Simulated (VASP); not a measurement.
# BeS (F-43m) in VASP: single point with r2SCAN

Aim: the single point of BeS with r2SCAN.

Program: VASP 6.6.1. These are calculated values, not measurements. Logs are shortened: lines on timing, memory, paths and dates and some standing lists are left out, and cuts for length are marked.

## 1. The cell of the first run

It takes space group F-43m (No. 216, cubic). Conventional cell: a = 4.850 Å, b = 4.850 Å, c = 4.850 Å, α = 90.00°, β = 90.00°, γ = 90.00°. Be (site symmetry -43m) has 4 S at 2.10 Å within 2.8 Å. S (site symmetry -43m) has 4 Be at 2.10 Å within 2.8 Å.

## 2. Single point, r2SCAN

Input file POSCAR:

```
BeS
1.0
    0.0000000000      2.4250000000      2.4250000000
    2.4250000000      0.0000000000      2.4250000000
    2.4250000000      2.4250000000      0.0000000000
Be S
1 1
Direct
    0.0000000000      0.0000000000      0.0000000000
    0.7500000000      0.7500000000      0.7500000000
```

Input file INCAR.step1:

```
  PREC = Accurate
  ENCUT = 520
  ISMEAR = 0
  SIGMA = 0.05
  LREAL = False
  LASPH = True
  NELM = 100
  NBANDS = 11
  GGA = PE
  ALGO = Normal
  EDIFF = 1E-4
  LWAVE = True
  LCHARG = False
```

Input file INCAR.step2:

```
  PREC = Accurate
  ENCUT = 520
  EDIFF = 1E-7
  ISMEAR = 0
  SIGMA = 0.05
  LREAL = False
  LASPH = True
  NELM = 100
  ALGO = Normal
  ISIF = 2
  LWAVE = False
  LCHARG = False
  METAGGA = R2SCAN
  LMIXTAU = True
  NBANDS = 11
  ISTART = 1
```

Input file KPOINTS:

```
regular mesh
0
Gamma
  8 8 8
```

Potentials or basis: VASP PAW PBE potentials, release 64 (Be, S).

Command:

```bash
cat potpaw_PBE.64/Be/POTCAR potpaw_PBE.64/S/POTCAR > POTCAR
cp INCAR.step1 INCAR
mpirun -np 1 vasp_std > vasp.out
cp INCAR.step2 INCAR
mpirun -np 1 vasp_std > vasp.out
```

OUTCAR:

```text
PREC = Accurate
   ENCUT = 520
   EDIFF = 1E-7
   ISMEAR = 0
   LREAL = False
   LASPH = True
   NELM = 100
   ISIF = 2
   METAGGA = R2SCAN
   ISTART = 1

 ion  position               nearest neighbor table
   1  0.000  0.000  0.000-   2 2.10   2 2.10   2 2.10   2 2.10
   2  0.750  0.750  0.750-   1 2.10   1 2.10   1 2.10   1 2.10

  LATTYP: Found a face centered cubic cell.
 ALAT       =     4.8500000000

  Lattice vectors:

 A1 = (   0.0000000000,   2.4250000000,   2.4250000000)
 A2 = (   2.4250000000,   0.0000000000,   2.4250000000)
 A3 = (   2.4250000000,   2.4250000000,   0.0000000000)

Analysis of symmetry for initial positions (statically):
=====================================================================
 Subroutine PRICEL returns:
 Original cell was already a primitive cell.

 Routine SETGRP: Setting up the symmetry group for a
 face centered cubic supercell.

 Subroutine GETGRP returns: Found 24 space group operations
 (whereof 24 operations were pure point group operations)
 out of a pool of 48 trial point group operations.

The static configuration has the point symmetry T_d .

Analysis of symmetry for dynamics (positions and initial velocities):
=====================================================================
 Subroutine PRICEL returns:
 Original cell was already a primitive cell.

 Routine SETGRP: Setting up the symmetry group for a
 face centered cubic supercell.

 Subroutine GETGRP returns: Found 24 space group operations
 (whereof 24 operations were pure point group operations)
 out of a pool of 48 trial point group operations.

The dynamic configuration has the point symmetry T_d .

 Subroutine INISYM returns: Found 24 space group operations
 (whereof 24 operations are pure point group operations),
 and found     1 'primitive' translations

----------------------------------------------------------------------------------------

                                     Primitive cell

  volume of cell :      28.5210

  direct lattice vectors                    reciprocal lattice vectors
     0.000000000  2.425000000  2.425000000    -0.206185567  0.206185567  0.206185567
     2.425000000  0.000000000  2.425000000     0.206185567 -0.206185567  0.206185567
     2.425000000  2.425000000  0.000000000     0.206185567  0.206185567 -0.206185567

  length of vectors
     3.429467889  3.429467889  3.429467889     0.357123878  0.357123878  0.357123878

  position of ions in fractional coordinates (direct lattice)
     0.000000000  0.000000000  0.000000000
     0.750000000  0.750000000  0.750000000

  ion indices of the primitive-cell ions
   primitive index   ion index
                 1           1
                 2           2

----------------------------------------------------------------------------------------

 KPOINTS: regular mesh

Automatic generation of k-mesh.
 Grid dimensions read from file:
 generate k-points for:    8    8    8

 Generating k-lattice:

  Cartesian coordinates                     Fractional coordinates (reciprocal lattice)
    -0.025773196  0.025773196  0.025773196     0.125000000  0.000000000  0.000000000
     0.025773196 -0.025773196  0.025773196     0.000000000  0.125000000  0.000000000
     0.025773196  0.025773196 -0.025773196     0.000000000  0.000000000  0.125000000

  Length of vectors
     0.044640485  0.044640485  0.044640485

  Shift w.r.t. Gamma in fractional coordinates (k-lattice)
     0.000000000  0.000000000  0.000000000

 Subroutine IBZKPT returns following result:
 ===========================================

 Found     29 irreducible k-points:

 Following reciprocal coordinates:
            Coordinates               Weight
  0.000000  0.000000  0.000000      1.000000
  0.125000  0.000000  0.000000      8.000000
  0.250000  0.000000  0.000000      8.000000
  0.375000  0.000000  0.000000      8.000000
  0.500000  0.000000  0.000000      4.000000
  0.125000  0.125000  0.000000      6.000000
[... 16 lines left out ...]
  0.500000  0.250000  0.125000     48.000000
 -0.375000  0.250000  0.125000     24.000000
 [... further k-points ...]
   k-points           NKPTS =     29   k-points in BZ     NKDIM =     29   number of bands    NBANDS=     11
   number of dos      NEDOS =    301   number of ions     NIONS =      2
   total plane-waves  NPLWV =  21952
   dimension x,y,z NGX =    28 NGY =   28 NGZ =   28
   dimension x,y,z NGXF=    56 NGYF=   56 NGZF=   56
   ions per type =               1   1
   NGX,Y,Z   is equivalent  to a cutoff of  13.57, 13.57, 13.57 a.u.
   NGXF,Y,Z  is equivalent  to a cutoff of  27.15, 27.15, 27.15 a.u.
 SYSTEM =  unknown system
   PREC   = accura    normal or accurate (medium, high low for compatibility)
   ISTART =      1    job   : 0-new  1-cont  2-samecut
   ICHARG =      0    charge: 1-file 2-atom 10-const
   ISPIN  =      1    spin polarized calculation?
   LNONCOLLINEAR =      F non collinear calculations
   LSORBIT =      F    spin-orbit coupling
   LASPH  =      T    aspherical Exc in radial PAW
   ENCUT  =  520.0 eV  38.22 Ry    6.18 a.u.   6.38  6.38  6.38*2*pi/ulx,y,z
   NELM   =    100;   NELMIN=  2; NELMDL=  0     # of ELM steps
   EDIFF  = 0.1E-06   stopping-criterion for ELM
   LREAL  =      F    real-space projection
   EDIFFG = 0.1E-05   stopping-criterion for IOM
   NSW    =      0    number of steps for IOM
   IBRION =     -1    ionic relax: 0-MD 1-quasi-New 2-CG
   NFREE  =      0    steps in history (QN), initial steepest desc. (CG)
   ISIF   =      2    stress and relaxation
   ISYM   =      2    0-nonsym 1-usesym 2-fastsym
   POTIM  = 0.5000    time-step for ionic-motion
   TEBEG  =    0.0;   TEEND  =   0.0 temperature during run
   PSTRESS=    0.0 pullay stress
   NELECT =       8.0000    total number of electrons
   NUPDOWN=      -1.0000    fix difference up-down
   EMIN   =  10.00;   EMAX   =-10.00  energy-range for DOS
   EFERMI =   0.00;   METHOD = LEGACY
   ISMEAR =     0;   SIGMA  =   0.05  broadening in eV -4-tet -1-fermi 0-gaus
   EFERMI_NEDOS =   21; number of points for ismear=-14 and -15
   IALGO  =     38    algorithm
   IMIX   =      4    mixing-type and parameters
     AMIX     =   0.40;   BMIX     =  1.00
     AMIX_MAG =   1.60;   BMIX_MAG =  1.00
  volume/ion in A,a.u.               =      14.26        96.23
  Fermi-wavevector in a.u.,A,eV,Ry     =   1.071642  2.025110 15.625158  1.148417
  Thomas-Fermi vector in A             =   2.207388
   LORBIT       =      0    0 simple, 1 ext, 2 COOP (PROOUT), +10 PAW based schemes
   METAGGA = R2SCAN    functional components
   LHFCALC =     F    Hartree Fock is set to
   AEXX    =    0.0000 exact exchange contribution
   IVDW    =     0    specifies the selected vdW correction
   LEPSILON=     F    determine dielectric tensor
   LRPA    =     F    only Hartree local field effects (RPA)
 non-spin polarized calculation
 Gauss-broadening in eV      SIGMA  =   0.05
  energy-cutoff  :      520.00
  volume of cell :       28.52
 maximum number of plane-waves:       778
 NGX is ok and might be reduce to    28
   NGX = 13   NGY = 13   NGZ = 13

 number of electron       7.9999999 magnetization

 Free energy of the ion-electron system (eV)
  ---------------------------------------------------
  ext. energy  EPLUGINS =         0.00000000
  ---------------------------------------------------
  free energy    TOTEN  =       -14.78470899 eV

  energy without entropy =      -14.78470899  energy(sigma->0) =      -14.78470899

 E-fermi :   4.2215     XC(G=0): -10.1833

 val. band max:        3.9677095239   @ k =   0.0000   0.0000   0.0000
 cond. band min:       7.5404877239   @ k =   0.5000   0.5000   0.0000
 fundamental gap:      3.5727782000
 Fermi energy:         4.2214778205

 k-point     1 :       0.0000    0.0000    0.0000
  band No.  band energies     occupation
      1     -10.3291      2.00000
      2       3.9677      2.00000
      3       3.9677      2.00000
      4       3.9677      2.00000
      5      10.2249      0.00000
      6      10.2249      0.00000
      7      10.2249      0.00000
      8      10.6559      0.00000
      9      17.3913      0.00000
     10      17.3913      0.00000
     11      19.8756      0.00000

 k-point     2 :       0.1250    0.0000    0.0000
  band No.  band energies     occupation
      1     -10.1438      2.00000
      2       2.7554      2.00000
      3       3.7664      2.00000
      4       3.7664      2.00000
      5      10.2230      0.00000
      6      10.5961      0.00000
      7      10.5961      0.00000
      8      11.8876      0.00000
      9      16.7126      0.00000
     10      16.7126      0.00000
     11      19.7227      0.00000

 k-point     3 :       0.2500    0.0000    0.0000
  band No.  band energies     occupation
      1      -9.6338      2.00000
      2       0.5872      2.00000
      3       3.3608      2.00000
      4       3.3608      2.00000
      5      10.1641      0.00000
      6      11.1554      0.00000
      7      11.1554      0.00000
      8      14.0691      0.00000
      9      16.4969      0.00000
     10      16.4969      0.00000
     11      19.2266      0.00000

 k-point     4 :       0.3750    0.0000    0.0000
  band No.  band energies     occupation
      1      -8.9873      2.00000
      2      -1.2414      2.00000
      3       3.0307      2.00000
      4       3.0307      2.00000
      5      10.0978      0.00000
      6      11.1976      0.00000
      7      11.1976      0.00000
      8      15.6181      0.00000
      9      17.9483      0.00000
     10      17.9483      0.00000
     11      19.4295      0.00000

 k-point     5 :       0.5000    0.0000    0.0000
  band No.  band energies     occupation
      1      -8.6514      2.00000
      2      -1.9921      2.00000
      3       2.9096      2.00000
      4       2.9096      2.00000
      5      10.0690      0.00000
      6      11.1074      0.00000
      7      11.1074      0.00000
      8      16.0310      0.00000
      9      19.6984      0.00000
     10      19.6984      0.00000
     11      20.2706      0.00000
[... 211 lines left out ...]
 k-point    21 :       0.5000    0.5000    0.0000
  band No.  band energies     occupation
      1      -8.0795      2.00000
      2      -1.2222      2.00000
      3       1.2533      2.00000
      4       1.2533      2.00000
      5       7.5405      0.00000
      6       9.3519      0.00000
      7      17.8334      0.00000
      8      17.8334      0.00000
      9      20.7438      0.00000
     10      21.1125      0.00000
     11      21.8214      0.00000

 k-point    22 :       0.3750    0.2500    0.1250
  band No.  band energies     occupation
      1      -9.2167      2.00000
      2       0.3430      2.00000
      3       1.7730      2.00000
      4       2.8273      2.00000
      5      10.0800      0.00000
      6      11.9084      0.00000
      7      12.0970      0.00000
      8      13.2561      0.00000
      9      16.3706      0.00000
     10      19.2630      0.00000
     11      21.0485      0.00000

 k-point    23 :       0.5000    0.2500    0.1250
  band No.  band energies     occupation
      1      -8.6478      2.00000
      2      -0.8632      2.00000
      3       1.2182      2.00000
      4       2.3432      2.00000
      5      10.5359      0.00000
      6      11.4060      0.00000
      7      13.1301      0.00000
      8      13.9958      0.00000
      9      17.4400      0.00000
     10      19.4091      0.00000
     11      21.4791      0.00000

 k-point    24 :      -0.3750    0.2500    0.1250
  band No.  band energies     occupation
      1      -8.3626      2.00000
      2      -1.4400      2.00000
      3       1.1194      2.00000
      4       2.0905      2.00000
      5      10.6054      0.00000
      6      11.1839      0.00000
      7      13.8460      0.00000
      8      15.2221      0.00000
      9      16.3039      0.00000
     10      20.2289      0.00000
     11      20.9991      0.00000

 [... further k-points ...]

------------------------ aborting loop because EDIFF is reached ----------------------------------------

  FORCE on cell =-STRESS in cart. coord.  units (eV):
  Direction    XX          YY          ZZ          XY          YZ          ZX
  --------------------------------------------------------------------------------------
  -------------------------------------------------------------------------------------
  Total        0.2536697      0.2536697      0.2536697      0.0000000      0.0000000      0.0000000
  in kB       14.2499729     14.2499729     14.2499729      0.0000000      0.0000000      0.0000000
  external PRESSURE =      14.2499729 kB  Pullay stress =       0.0000000 kB

 VOLUME and BASIS-vectors are now :
 -----------------------------------------------------------------------------
  energy-cutoff  :      520.00
  volume of cell :       28.52
      direct lattice vectors                 reciprocal lattice vectors
     0.000000000  2.425000000  2.425000000    -0.206185567  0.206185567  0.206185567
     2.425000000  0.000000000  2.425000000     0.206185567 -0.206185567  0.206185567
     2.425000000  2.425000000  0.000000000     0.206185567  0.206185567 -0.206185567

 POSITION                                       TOTAL-FORCE (eV/Angst)
 -----------------------------------------------------------------------------------
      0.00000      0.00000      0.00000         0.000000     -0.000000     -0.000000
      3.63750      3.63750      3.63750        -0.000000      0.000000      0.000000
 -----------------------------------------------------------------------------------
    total drift:                               -0.000000     -0.000000     -0.000000

  FREE ENERGIE OF THE ION-ELECTRON SYSTEM (eV)
  ---------------------------------------------------
  free  energy   TOTEN  =       -14.7847089902 eV

  energy  without entropy=      -14.7847089902  energy(sigma->0) =      -14.78470899
```

It took 1.8 min on 1 thread of Intel Xeon 8259CL, shared host; peak memory 0.16 GiB.

What came out:

| Quantity | Value |
| --- | --- |
| Free energy | -14.7847 eV |
| Pressure | 1.4 GPa |
| Band gap on the k mesh | 3.57 eV, indirect (least direct gap 6.26 eV) |

Levels at points of the mesh, in eV from the valence-band top:
```csv
k point,band 2,band 3,band 4,band 5,band 6,band 7
"(0.00, 0.00, 0.00)",0.00,0.00,0.00,6.26,6.26,6.26
"(0.50, 0.00, 0.00)",-5.96,-1.06,-1.06,6.10,7.14,7.14
"(0.50, 0.50, 0.00)",-5.19,-2.71,-2.71,3.57,5.38,13.87
```

Caveat: the PAW data sets were made with another functional, which shifts forces and pressure a little. r2SCAN opens gaps a little over a GGA but as a rule still falls short of measured ones.
